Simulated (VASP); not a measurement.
Wanted: the native input for a VASP 6.6.1 run.

```
Task                   : single point
Functional             : r2SCAN
Potentials or basis    : VASP PAW PBE potentials, release 64 (W_sv, S)
Cutoff                 : 520 eV
k mesh                 : 12 × 12 × 2
Occupations            : gaussian, width 0.02 eV
Spin                   : no spin polarisation
Dipole correction      : no
Further INCAR settings : ALGO = Normal; EDIFF = 1e-06; NBANDS = 49
```

WS2:

```
W S
1.0
     3.12152    0.00000    0.00000
    -1.56076    2.70332    0.00000
     0.00000    0.00000   18.09414
W S
3 6
Direct
  0.66667 0.33333 0.65973
  0.33333 0.66667 0.98420
  0.33333 0.66667 0.33525
  0.66667 0.33333 0.07062
  0.66667 0.33333 0.42178
  0.33333 0.66667 0.74622
  0.66667 0.33333 0.89768
  0.66667 0.33333 0.24883
  0.33333 0.66667 0.57323
```

The input as run:

POSCAR

```
WS2
1.0
    3.1215237846      0.0000000000      0.0000000000
   -1.5607618923      2.7033188960      0.0000000000
    0.0000000000      0.0000000000     18.0941416184
W S
3 6
Direct
    0.6666666667      0.3333333333      0.6597261060
    0.3333333333      0.6666666667      0.9842027614
    0.3333333333      0.6666666667      0.3352491331
    0.6666666667      0.3333333333      1.0706182656
    0.6666666667      0.3333333333      0.4217755887
    0.3333333333      0.6666666667      0.7462190282
    0.6666666667      0.3333333333      0.8976764904
    0.6666666667      0.3333333333      0.2488335616
    0.3333333333      0.6666666667      0.5732330550
```

INCAR.step1

```
PREC = Accurate ; ENCUT = 520
ISMEAR = 0 ; SIGMA = 0.02
LREAL = F ; LASPH = T
NELM = 60 ; NBANDS = 49
GGA = PE ; ALGO = Normal
EDIFF = 1E-4 ; LWAVE = T
LCHARG = F
```

INCAR.step2

```
PREC = Accurate ; ENCUT = 520
EDIFF = 1E-6 ; ISMEAR = 0
SIGMA = 0.02 ; LREAL = F
LASPH = T ; NELM = 60
ALGO = Normal ; ISIF = 2
LWAVE = F ; LCHARG = F
METAGGA = R2SCAN ; LMIXTAU = T
NBANDS = 49 ; ISTART = 1
```

KPOINTS

```
regular mesh
0
Gamma
  12 12 2
```

Potentials or basis: VASP PAW PBE potentials, release 64 (W_sv, S).

The run is started by

```bash
$ cat potpaw_PBE.64/W_sv/POTCAR potpaw_PBE.64/S/POTCAR > POTCAR
$ cp INCAR.step1 INCAR
$ mpirun -np 1 vasp_std > vasp.out
$ cp INCAR.step2 INCAR
$ mpirun -np 1 vasp_std > vasp.out
```

Results of the run:

```json
{
  "Pressure": "8.2 GPa",
  "Largest force": "0.025 eV/Å",
  "Band gap on the k mesh": "0.89 eV (least direct gap 2.05 eV)"
}
```

Caveat: the cell stands under pressure; the PAW data sets were made with another functional, which shifts forces and pressure a little; spin-orbit coupling is left out, which moves the levels of the heavy elements.

Wall time 16 min on 1 thread of Intel(R) Xeon(R) Platinum 8259CL CPU @ 2.50GHz (Skylake/Cascade Lake), with other jobs on the host, peak memory 0.43 GiB.
